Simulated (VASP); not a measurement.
A run of VASP 6.6.1:

INCAR

```
ALGO = Normal
EDIFF = 1E-6
ENCUT = 520
GGA = PE
ISIF = 2
ISMEAR = 0
LASPH = T
LCHARG = F
LREAL = F
LWAVE = F
NBANDS = 14
NELM = 100
PREC = Accurate
SIGMA = 0.15
```

Contents of KPOINTS:

```
k-points
0
Gamma
  18 18 18
```

File POSCAR:

```
HfN
1.0
    0.0000000000      2.2702950000      2.2590000000
    2.2702950000      0.0000000000      2.2590000000
    2.2702950000      2.2702950000      0.0000000000
Hf N
1 1
Direct
    0.0000000000      0.0000000000      0.0000000000
    0.5000000000      0.5000000000      0.5000000000
```

Potentials or basis: VASP PAW PBE potentials, release 64 (Hf_pv, N).

Run with:

```sh
$ cat potpaw_PBE.64/Hf_pv/POTCAR potpaw_PBE.64/N/POTCAR > POTCAR
$ mpirun -np 1 vasp_std > vasp.out
```

Hardware: 1 thread of Intel(R) Xeon(R) 6975P-C (Granite Rapids) (shared host).

Estimate the wall time of this run.

Wall time 38 s on 1 thread of Intel(R) Xeon(R) 6975P-C (Granite Rapids), with other jobs on the host, peak memory 0.27 GiB. Counts: scf iterations 13, k points 480.
